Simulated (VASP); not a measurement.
# As5S (F-43m) in VASP: notebook, part 2 of 2

VASP 6.6.1.

## 4. Relaxation of cell and atoms, PBE

This run uses another cell than the first one, of 20.13 Å³/atom, 1.003 times its volume.

Input file INCAR:

```
ALGO = Normal
EDIFF = 1E-6
EDIFFG = -0.01
ENCUT = 600
GGA = PE
IBRION = 2
ISIF = 3
ISMEAR = 0
LASPH = True
LCHARG = False
LREAL = False
LWAVE = False
NELM = 60
NSW = 100
PREC = Accurate
SIGMA = 0.1
```

Input file KPOINTS:

```
k-points
0
Gamma
  8 8 8
```

Input file POSCAR:

```
As5S
1.0
    0.0000000000      3.9230370444      3.9230370444
    3.9230370444      0.0000000000      3.9230370444
    3.9230370444      3.9230370444      0.0000000000
As S
5 1
Direct
    0.7500000000      0.7500000000      0.7500000000
    0.3683948421      0.3683948421      0.8948154738
    0.3683948421      0.8948154738      0.3683948421
    0.3683948421      0.3683948421      0.3683948421
    0.8948154738      0.3683948421      0.3683948421
    0.0000000000      0.0000000000      0.0000000000
```

Potentials or basis: VASP PAW PBE potentials, release 64 (As, S).

The run is started by

```sh
cat potpaw_PBE.64/As/POTCAR potpaw_PBE.64/S/POTCAR > POTCAR
mpirun -np 1 vasp_std > vasp.out
```

OUTCAR:

```text
EDIFF = 1E-6
   EDIFFG = -0.01
   ENCUT = 600
   GGA = PE
   IBRION = 2
   ISIF = 3
   ISMEAR = 0
   LASPH = True
   LREAL = False
   NELM = 60
   NSW = 100
   PREC = Accurate

 ion  position               nearest neighbor table
   1  0.750  0.750  0.750-
   2  0.368  0.368  0.895-   3 2.63   4 2.63   5 2.63   3 2.92   5 2.92   4 2.92
   3  0.368  0.895  0.368-   2 2.63   4 2.63   5 2.63   5 2.92   2 2.92   4 2.92
   4  0.368  0.368  0.368-   2 2.63   3 2.63   5 2.63   5 2.92   3 2.92   2 2.92
   5  0.895  0.368  0.368-   2 2.63   3 2.63   4 2.63   3 2.92   2 2.92   4 2.92
   6  0.000  0.000  0.000-

  LATTYP: Found a face centered cubic cell.
 ALAT       =     7.8460740888

  Lattice vectors:

 A1 = (   0.0000000000,   3.9230370444,   3.9230370444)
 A2 = (   3.9230370444,   0.0000000000,   3.9230370444)
 A3 = (   3.9230370444,   3.9230370444,   0.0000000000)

Analysis of symmetry for initial positions (statically):
=====================================================================
 Subroutine PRICEL returns:
 Original cell was already a primitive cell.

 Routine SETGRP: Setting up the symmetry group for a
 face centered cubic supercell.

 Subroutine GETGRP returns: Found 24 space group operations
 (whereof 24 operations were pure point group operations)
 out of a pool of 48 trial point group operations.

The static configuration has the point symmetry T_d .

Analysis of symmetry for dynamics (positions and initial velocities):
=====================================================================
 Subroutine PRICEL returns:
 Original cell was already a primitive cell.

 Routine SETGRP: Setting up the symmetry group for a
 face centered cubic supercell.

 Subroutine GETGRP returns: Found 24 space group operations
 (whereof 24 operations were pure point group operations)
 out of a pool of 48 trial point group operations.

The dynamic configuration has the point symmetry T_d .

 Subroutine INISYM returns: Found 24 space group operations
 (whereof 24 operations are pure point group operations),
 and found     1 'primitive' translations

----------------------------------------------------------------------------------------

                                     Primitive cell

  volume of cell :     120.7528

  direct lattice vectors                    reciprocal lattice vectors
     0.000000000  3.923037044  3.923037044    -0.127452276  0.127452276  0.127452276
     3.923037044  0.000000000  3.923037044     0.127452276 -0.127452276  0.127452276
     3.923037044  3.923037044  0.000000000     0.127452276  0.127452276 -0.127452276

  length of vectors
     5.548012194  5.548012194  5.548012194     0.220753818  0.220753818  0.220753818

  position of ions in fractional coordinates (direct lattice)
     0.750000000  0.750000000  0.750000000
     0.368394842  0.368394842  0.894815474
     0.368394842  0.894815474  0.368394842
     0.368394842  0.368394842  0.368394842
     0.894815474  0.368394842  0.368394842
     0.000000000  0.000000000  0.000000000

  ion indices of the primitive-cell ions
   primitive index   ion index
                 1           1
                 2           2
[... 55 lines left out ...]
  0.500000  0.250000  0.125000     48.000000
 -0.375000  0.250000  0.125000     24.000000
 [... further k-points ...]
   k-points           NKPTS =     29   k-points in BZ     NKDIM =     29   number of bands    NBANDS=     19
   number of dos      NEDOS =    301   number of ions     NIONS =      6
   total plane-waves  NPLWV = 110592
   dimension x,y,z NGX =    48 NGY =   48 NGZ =   48
   dimension x,y,z NGXF=    96 NGYF=   96 NGZF=   96
   ions per type =               5   1
   NGX,Y,Z   is equivalent  to a cutoff of  14.38, 14.38, 14.38 a.u.
   NGXF,Y,Z  is equivalent  to a cutoff of  28.77, 28.77, 28.77 a.u.
 SYSTEM =  unknown system
   PREC   = accura    normal or accurate (medium, high low for compatibility)
   ISTART =      0    job   : 0-new  1-cont  2-samecut
   ICHARG =      2    charge: 1-file 2-atom 10-const
   ISPIN  =      1    spin polarized calculation?
   LNONCOLLINEAR =      F non collinear calculations
   LSORBIT =      F    spin-orbit coupling
   LASPH  =      T    aspherical Exc in radial PAW
   ENCUT  =  600.0 eV  44.10 Ry    6.64 a.u.  11.08 11.08 11.08*2*pi/ulx,y,z
   NELM   =     60;   NELMIN=  2; NELMDL= -5     # of ELM steps
   EDIFF  = 0.1E-05   stopping-criterion for ELM
   LREAL  =      F    real-space projection
   EDIFFG = -.1E-01   stopping-criterion for IOM
   NSW    =    100    number of steps for IOM
   IBRION =      2    ionic relax: 0-MD 1-quasi-New 2-CG
   NFREE  =      1    steps in history (QN), initial steepest desc. (CG)
   ISIF   =      3    stress and relaxation
   ISYM   =      2    0-nonsym 1-usesym 2-fastsym
   POTIM  = 0.5000    time-step for ionic-motion
   TEBEG  =    0.0;   TEEND  =   0.0 temperature during run
   PSTRESS=    0.0 pullay stress
   NELECT =      31.0000    total number of electrons
   NUPDOWN=      -1.0000    fix difference up-down
   EMIN   =  10.00;   EMAX   =-10.00  energy-range for DOS
   EFERMI =   0.00;   METHOD = LEGACY
   ISMEAR =     0;   SIGMA  =   0.10  broadening in eV -4-tet -1-fermi 0-gaus
   EFERMI_NEDOS =   21; number of points for ismear=-14 and -15
   IALGO  =     38    algorithm
   IMIX   =      4    mixing-type and parameters
     AMIX     =   0.40;   BMIX     =  1.00
     AMIX_MAG =   1.60;   BMIX_MAG =  1.00
  volume/ion in A,a.u.               =      20.13       135.81
  Fermi-wavevector in a.u.,A,eV,Ry     =   1.040470  1.966204 14.729372  1.082578
  Thomas-Fermi vector in A             =   2.175047
   LORBIT       =      0    0 simple, 1 ext, 2 COOP (PROOUT), +10 PAW based schemes
   GGA     = PE    functional components
   LHFCALC =     F    Hartree Fock is set to
   AEXX    =    0.0000 exact exchange contribution
   IVDW    =     0    specifies the selected vdW correction
   LEPSILON=     F    determine dielectric tensor
   LRPA    =     F    only Hartree local field effects (RPA)
 conjugate gradient relaxation of ions
 non-spin polarized calculation
 Gauss-broadening in eV      SIGMA  =   0.10
  energy-cutoff  :      600.00
  volume of cell :      120.75
 maximum number of plane-waves:      4056
 NGX is ok and might be reduce to    48
   NGX = 23   NGY = 23   NGZ = 23

--------------------------------------- Ionic step        1  -------------------------------------------

 number of electron      31.0000000 magnetization

 Free energy of the ion-electron system (eV)
  ---------------------------------------------------
  ext. energy  EPLUGINS =         0.00000000
  ---------------------------------------------------
  free energy    TOTEN  =       -23.28349104 eV

  energy without entropy =      -23.25332884  energy(sigma->0) =      -23.26840994

------------------------ aborting loop because EDIFF is reached ----------------------------------------

  FORCE on cell =-STRESS in cart. coord.  units (eV):
  Direction    XX          YY          ZZ          XY          YZ          ZX
  --------------------------------------------------------------------------------------
  -------------------------------------------------------------------------------------
  Total       -0.0556534     -0.0556534     -0.0556534      0.0000000     -0.0000000     -0.0000000
  in kB       -0.7384226     -0.7384226     -0.7384226      0.0000000     -0.0000000     -0.0000000
  external PRESSURE =      -0.7384226 kB  Pullay stress =       0.0000000 kB
[... 147 lines left out ...]
--------------------------------------- Ionic step        5  -------------------------------------------

 number of electron      31.0000000 magnetization

 Free energy of the ion-electron system (eV)
  ---------------------------------------------------
  ext. energy  EPLUGINS =         0.00000000
  ---------------------------------------------------
  free energy    TOTEN  =       -23.28369495 eV

  energy without entropy =      -23.25363992  energy(sigma->0) =      -23.26866743

 E-fermi :   5.6229     XC(G=0): -10.4070

 val. band max:        5.6212640146   @ k =  -0.3750   0.5000   0.1250
 cond. band min:       5.6395450301   @ k =   0.2500   0.1250   0.0000
 fundamental gap:      0.0182810155
 Fermi energy:         5.6229306602

 k-point     1 :       0.0000    0.0000    0.0000
  band No.  band energies     occupation
      1      -9.4660      2.00000
      2      -5.6728      2.00000
      3      -4.3577      2.00000
      4      -3.6764      2.00000
      5      -3.6764      2.00000
      6      -3.6764      2.00000
[... 505 lines left out ...]
      6      -3.4947      2.00000
[... 11 lines left out ...]
     18       6.6577      0.00000
     19       6.7938      0.00000

 [... further k-points ...]

------------------------ aborting loop because EDIFF is reached ----------------------------------------

  FORCE on cell =-STRESS in cart. coord.  units (eV):
  Direction    XX          YY          ZZ          XY          YZ          ZX
  --------------------------------------------------------------------------------------
  -------------------------------------------------------------------------------------
  Total        0.0264129      0.0264129      0.0264129      0.0000000     -0.0000000      0.0000000
  in kB        0.3516521      0.3516521      0.3516521      0.0000000     -0.0000000      0.0000000
  external PRESSURE =       0.3516521 kB  Pullay stress =       0.0000000 kB
[... 21 lines left out ...]
  FREE ENERGIE OF THE ION-ELECTRON SYSTEM (eV)
  ---------------------------------------------------
  free  energy   TOTEN  =       -23.2836949467 eV

  energy  without entropy=      -23.2536399190  energy(sigma->0) =      -23.26866743

 reached required accuracy - stopping structural energy minimisation
```

OSZICAR:

```text
N       E                     dE             d eps       ncg     rms          rms(c)
DAV:   1     0.141880638523E+03    0.14188E+03   -0.13445E+04  1102   0.151E+03
DAV:   2    -0.118867432242E+02   -0.15377E+03   -0.15024E+03  1443   0.208E+02
DAV:   3    -0.233800826819E+02   -0.11493E+02   -0.11059E+02  1379   0.566E+01
[... 34 lines left out ...]
DAV:   1    -0.232836512570E+02   -0.30519E-04   -0.17581E-02  1102   0.679E-01    0.576E-02
DAV:   2    -0.232837245099E+02   -0.73253E-04   -0.14676E-03  1517   0.199E-01    0.273E-02
DAV:   3    -0.232837044568E+02    0.20053E-04   -0.91623E-05  1572   0.524E-02    0.159E-02
DAV:   4    -0.232836950520E+02    0.94048E-05   -0.36099E-05  1135   0.318E-02    0.463E-03
DAV:   5    -0.232836949467E+02    0.10536E-06   -0.28931E-06   958   0.961E-03
   5 F= -.23283695E+02 E0= -.23268667E+02  d E =-.120337E-03
```

Wall time 2.2 min (1 thread of Intel Xeon Platinum 8559C (Emerald Rapids), shared host); peak memory 0.37 GiB.

Results:

```
Free energy                            : -23.2837 eV
Relaxed volume                         : 20.06 Å³/atom
Relaxed cell                           : a = 5.542 Å, b = 5.542 Å, c = 5.542 Å, α = 60.00°, β = 60.00°, γ = 60.00°
Space group after relaxing (to 0.05 Å) : F-43m (No. 216)
Energy gained by relaxing              : 0.0 meV/atom
Ionic steps                            : 5
Pressure after relaxing                : 0.0 GPa
Largest force after relaxing           : 0.006 eV/Å
```

Forces in eV/Å, atoms in the order of the input:
```
As   0.000  0.000  0.000
As  -0.003 -0.003  0.003
As  -0.003  0.003 -0.003
As   0.003  0.003  0.003
As   0.003 -0.003 -0.003
S    0.000  0.000  0.000
```

The path:
| step | energy change (eV) | largest force (eV/Å) | pressure (GPa) | volume (Å³) |
| --- | --- | --- | --- | --- |
| 1 | 0.0000 | 0.0122 | -0.07 | 120.75 |
| 2 | -0.0001 | 0.0167 | 0.00 | 120.59 |
| 3 | -0.0001 | 0.0195 | 0.05 | 120.48 |
| 4 | -0.0001 | 0.0160 | 0.05 | 120.45 |
| 5 | -0.0002 | 0.0057 | 0.04 | 120.34 |

Final structure:
```
CELL_PARAMETERS angstrom
0.00000 3.91857 3.91857
3.91857 0.00000 3.91857
3.91857 3.91857 0.00000
ATOMIC_POSITIONS crystal
As 0.75000 0.75000 0.75000
As 0.36871 0.36871 0.89387
As 0.36871 0.89387 0.36871
As 0.36871 0.36871 0.36871
As 0.89387 0.36871 0.36871
S 0.00000 0.00000 0.00000
```

Caveat: the bands computed are all filled at some k points, so no gap is given.
